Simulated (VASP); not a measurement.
A run of VASP 6.6.1 is set up as follows.

INCAR

```
PREC = Accurate
ENCUT = 520
EDIFF = 1E-6
ISMEAR = -1
SIGMA = 0.05
LREAL = False
LASPH = True
NELM = 150
ALGO = Normal
ISIF = 2
LWAVE = False
LCHARG = False
ISPIN = 2
MAGMOM = 2.5 2.5 2.5 2.5
LORBIT = 11
LMAXMIX = 4
NBANDS = 28
```

Contents of KPOINTS:

```
Automatic mesh
0
Gamma
  17 17 5
```

File POSCAR:

```
Fe
1.0
    2.4582921176      0.0000000000      0.0000000000
   -1.2291460588      2.1289434237      0.0000000000
    0.0000000000      0.0000000000      7.9136264427
Fe
4
Direct
    1.0000000000      1.0000000000      0.0000000000
    0.0000000000      0.0000000000      0.5000000000
    0.3333333333      0.6666666667      0.2500000000
    0.6666666667      0.3333333333      0.7500000000
```

Potentials or basis: VASP PAW LDA potentials, release 64 (Fe).

Launch:

```sh
$ cat potpaw_LDA.64/Fe/POTCAR > POTCAR
$ mpirun -np 1 vasp_std > vasp.out
```

Predict the pressure.

-22.3 GPa.

Predict the site moments.

Fe -0.01, +0.31 (each value once) μB.

Predict the net moment.

0.60 μB per cell.

Stress tensor (GPa, compression positive):
```
-22.09   0.00   0.00
  0.00 -22.09   0.00
  0.00   0.00 -22.65
```

Caveat: the cell stands under tension.
